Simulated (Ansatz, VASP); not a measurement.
# Two plane-wave programs on NaMg2Si2

The input INCAR:

```
PREC = Accurate ; ENCUT = 520
EDIFF = 1E-7 ; ISMEAR = 0
SIGMA = 0.1 ; LREAL = F
LASPH = T ; NELM = 100
ALGO = Normal ; ISIF = 2
LWAVE = F ; LCHARG = F
GGA = PE ; NBANDS = 18
```

The input KPOINTS:

```
Automatic mesh
0
Gamma
  6 6 4
```

Contents of POSCAR:

```
NaMg2Si2
1.0
    3.7212250200      0.0000000000      0.0000000000
   -1.8606125100      3.2226754000      0.0000000000
    0.0000000000      0.0000000000      6.6506869700
Na Mg Si
1 2 2
Direct
    0.0000000000      0.0000000000      0.0000000000
    0.3333333300      0.6666666700      0.6166499900
    0.6666666700      0.3333333300      0.3833500100
    0.6666666700      0.3333333300      0.7180050000
    0.3333333300      0.6666666700      0.2819950000
```

Input for Ansatz:

```yaml
crystal:
  lattice:
    - [3.72122502, 0.0, 0.0]
    - [-1.86061251, 3.2226754, 0.0]
    - [0.0, 0.0, 6.65068697]
  atoms:
    - { symbol: Na, position: [0.0, 0.0, 0.0] }
    - { symbol: Mg, position: [0.33333333, 0.66666667, 0.61664999] }
    - { symbol: Mg, position: [0.66666667, 0.33333333, 0.38335001] }
    - { symbol: Si, position: [0.66666667, 0.33333333, 0.718005] }
    - { symbol: Si, position: [0.33333333, 0.66666667, 0.281995] }
basis:
  ecutwfc: 420
kpoints:
  mp_grid: { grid: [6, 6, 4] }
hamiltonian:
  xc: pbe
scf:
  occupations: { method: gaussian, width: 0.1 }
  lower_state_search: "off"
output:
  forces: true
  stress: true
  eigenvalues: true
```

Change from the starting cell: species swapped into the CaMn2P2 type (P-3m1, No. 164).

Alike in both runs: task single point; functional PBE; k mesh 6 × 6 × 4; occupations gaussian, width 0.1 eV; no spin polarisation.

|  | VASP | Ansatz |
| --- | --- | --- |
| version | VASP 6.6.1 | Ansatz 0.2.0 |
| potentials or method | VASP PAW PBE potentials, release 64 (Na_pv, Mg, Si), cutoff 520 eV | scalar-relativistic, plane waves, PAW |
| valence electrons in the cell | 19 | 37 |

VASP gave:

* gap on the k mesh at the Fermi level (eV): none
* rms of the force components (eV/Å): 2.016

Problem. What did Ansatz give for the same quantities?

Solution. gap on the k mesh at the Fermi level (eV): none; rms of the force components (eV/Å): 1.985.

Atom by atom the forces differ by 0.031 eV/Å (rms over components). A gap of «none» marks a metal or a gap that the smearing closes. With one functional, cell and mesh, what is left measures potentials, basis and numerics. VASP's potentials hold 19 valence electrons a cell and Ansatz's 37, so a difference there can come from the potentials and not from the codes.
